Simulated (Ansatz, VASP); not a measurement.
# PbS in VASP and in Ansatz

```
Pb S
1.0
    11.29828    0.00000    0.00000
     0.00000    3.00438    3.00618
     0.00000   -3.00438    3.00618
Pb S
2 2
Direct
  0.62458 0.25664 0.75664
  0.37542 0.75664 0.25664
  0.61368 0.76436 0.26436
  0.38632 0.26436 0.76436
```

Alike in both runs: task single point; functional r2SCAN; k mesh 2 × 4 × 4; no spin polarisation.

```csv
,VASP,Ansatz
version,VASP 6.6.1,Ansatz 0.2.0
potentials or method,"VASP PAW PBE potentials, release 64 (Pb_d, S)","plane waves, PAW"
plane-wave cutoff (eV),520,500
occupations,"gaussian, width 0.01 eV",fixed
valence electrons in the cell,40,40
```

VASP gave:

```
gap on the k mesh at the Fermi level (eV) : 2.41
```

Q: What did Ansatz give for the same quantities?

A: gap on the k mesh at the Fermi level (eV): 2.40.

VASP's potentials were made for PBE, not for r2SCAN.

Neither program's run includes spin-orbit coupling.
